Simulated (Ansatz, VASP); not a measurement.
## K in VASP and in Ansatz

```xyz
3
Lattice="7.5540 0.0000 0.0000 -3.7770 6.5419 0.0000 0.0000 0.0000 4.5053" Properties=species:S:1:pos:R:3 pbc="T T T"
K     3.7770    6.5419    0.0000
K     0.0000    4.3613    2.2527
K     3.7770    2.1806    2.2527
```

Alike in both runs: functional PBE; k mesh 5 × 5 × 7; occupations fermi-dirac, width 0.1 eV; no spin polarisation.

Ansatz relaxed the structure, and its values are those at the end. VASP's run is a single point on that final structure, the one shown.

|  | VASP | Ansatz |
| --- | --- | --- |
| version | VASP 6.6.1 | Ansatz 0.2.0 |
| potentials or method | VASP PAW PBE potentials, release 64 (K_sv), cutoff 520 eV | plane waves (420 eV) with PAW, scalar-relativistic |
| valence electrons in the cell | 27 | 27 |

```tsv
	VASP	Ansatz	Ansatz less VASP
pressure (GPa)	0.0	0.0	+0.01
```
